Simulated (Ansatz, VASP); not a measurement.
# Sc3Re in VASP and in Ansatz

```
Sc Re
1.0
     4.30729    0.00000    0.00000
     0.00000    4.30729    0.00000
     0.00000    0.00000    4.30729
Sc Re
3 1
Direct
  0.00000 0.50000 0.50000
  0.50000 0.00000 0.50000
  0.50000 0.50000 0.00000
  0.00000 0.00000 0.00000
```

Alike in both runs: functional PBE; k mesh 12 × 12 × 12; occupations gaussian, width 0.1 eV; no spin polarisation.

Ansatz relaxed the structure, and its values are those at the end. VASP's run is a single point on that final structure, the one shown.

```csv
,VASP,Ansatz
version,VASP 6.6.1,Ansatz 0.2.0
potentials or method,"VASP PAW PBE potentials, release 64 (Sc_sv, Re), cutoff 520 eV","scalar-relativistic, plane waves, PAW"
valence electrons in the cell,40,48
```

```csv
,VASP,Ansatz,Ansatz less VASP
gap on the k mesh at the Fermi level (eV),none,none,-
pressure (GPa),0.0,0.0,-0.02
```

A gap of «none» marks a metal or a gap that the smearing closes. VASP's potentials hold 40 valence electrons a cell and Ansatz's 48, so a difference there can come from the potentials and not from the codes.

Neither program's run includes spin-orbit coupling.
